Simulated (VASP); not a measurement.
Here is a VASP 6.6.1 calculation.

The input INCAR:

```
SYSTEM = KBr
  PREC = Accurate
  ENCUT = 520
  EDIFF = 1E-7
  ISMEAR = 0
  SIGMA = 0.01
  LREAL = .FALSE.
  LASPH = .TRUE.
  NELM = 100
  ALGO = Normal
  ISIF = 2
  LWAVE = .FALSE.
  LCHARG = .FALSE.
  GGA = CA
  NBANDS = 15
```

Contents of KPOINTS:

```
regular mesh
0
G
  6 6 6
  0 0 0
```

File POSCAR:

```
KBr
1.0
    0.0000000000      3.1875533123      3.2034910789
    3.1875533123      0.0000000000      3.2034910789
    3.1875533123      3.1875533123      0.0000000000
K Br
1 1
Direct
    0.0000000000      0.0000000000      0.0000000000
    0.5000000000      0.5000000000      0.5000000000
```

Potentials or basis: VASP PAW LDA potentials, release 64 (K_sv, Br).

Launch:

```bash
$ cat potpaw_LDA.64/K_sv/POTCAR potpaw_LDA.64/Br/POTCAR > POTCAR
$ mpirun -np 1 vasp_std > vasp.out
```

(1) Predict the band gap on the k mesh.

(2) What does it give for the pressure?

## Answers

(1) 4.31 eV, direct.

(2) 0.0 GPa.

Caveat: the cell differs from its parent crystal (z stretched by +0.5 %, x and y held).
